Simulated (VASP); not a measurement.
A run of VASP 6.6.1 is set up as follows.

Contents of POSCAR:

```
Ir
1.0
    0.0000000000      1.9228496764      1.9228496764
    1.9228496764      0.0000000000      1.9228496764
    1.9228496764      1.9228496764      0.0000000000
Ir
1
Direct
    0.0000000000      0.0000000000      0.0000000000
```

Contents of INCAR.step1:

```
PREC = Accurate ; ENCUT = 520
ISMEAR = -1 ; SIGMA = 0.1
LREAL = F ; LASPH = T
NELM = 100 ; NBANDS = 10
GGA = PE ; ALGO = Normal
EDIFF = 1E-4 ; LWAVE = T
LCHARG = F
```

The input INCAR.step2:

```
PREC = Accurate ; ENCUT = 520
EDIFF = 1E-7 ; ISMEAR = -1
SIGMA = 0.1 ; LREAL = F
LASPH = T ; NELM = 100
ALGO = Normal ; ISIF = 2
LWAVE = F ; LCHARG = F
METAGGA = R2SCAN ; LMIXTAU = T
NBANDS = 10 ; ISTART = 1
```

The input KPOINTS:

```
Automatic mesh
0
Gamma
  14 14 14
```

Potentials or basis: VASP PAW PBE potentials, release 64 (Ir).

Launch:

```sh
$ cat potpaw_PBE.64/Ir/POTCAR > POTCAR
$ cp INCAR.step1 INCAR
$ mpirun -np 1 vasp_std > vasp.out
$ cp INCAR.step2 INCAR
$ mpirun -np 1 vasp_std > vasp.out
```

Problem. Estimate the pressure.

Solution. 2.4 GPa.

Caveat: the PAW data sets were made with another functional, which shifts forces and pressure a little.
